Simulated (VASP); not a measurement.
A run of VASP 6.6.1 is set up as follows.

File INCAR:

```
SYSTEM = HfO2
PREC     = Accurate       ! precision mode
ENCUT    = 520            ! plane-wave cutoff, eV
EDIFF    = 1E-7           ! SCF threshold, eV
ISMEAR   = 0              ! smearing method
SIGMA    = 0.05           ! smearing width, eV
LREAL    = .FALSE.        ! projectors in reciprocal space
LASPH    = .TRUE.         ! aspherical terms in the spheres
NELM     = 80             ! most SCF steps
ALGO     = Normal         ! electronic algorithm
ISIF     = 2              ! what is computed and relaxed
LWAVE    = .FALSE.        ! write WAVECAR
LCHARG   = .FALSE.        ! write CHGCAR
GGA      = PE             ! functional
NBANDS   = 43             ! bands
```

The input KPOINTS:

```
Automatic mesh
0
G
  7 7 3
  0 0 0
```

POSCAR

```
HfO2
1.0
    2.5488057606     -2.5488057606      0.0000000000
    2.5488057606      0.0000000000     -2.5488057606
    5.3862866558      5.3862866558      5.3862866558
Hf O
3 6
Direct
    0.0000000000      0.0000000000      0.7886870552
    0.3333333333      0.3333333333      0.4732185425
    0.6666666667      0.6666666667      0.1577500298
    0.6666666667      0.6666666667      0.3943514143
    1.0000000000      0.0000000000      0.0788829016
    0.3333333333      0.3333333333      0.7098199271
    0.6666666667      0.6666666667      0.8675541834
    1.0000000000      1.0000000000      0.5520856707
    0.3333333333      0.3333333333      0.2366171580
```

Potentials or basis: VASP PAW PBE potentials, release 64 (Hf_pv, O).

Run with:

```sh
$ cat potpaw_PBE.64/Hf_pv/POTCAR potpaw_PBE.64/O/POTCAR > POTCAR
$ mpirun -np 1 vasp_std > vasp.out
```

Problem. What does it give for the largest force?

Solution. 0.668 eV/Å.

Problem. What does it give for the pressure?

Solution. -10.0 GPa.

Stress tensor (GPa, compression positive):
```
-9.95 -0.20 -0.20
-0.20 -9.95 -0.20
-0.20 -0.20 -9.95
```
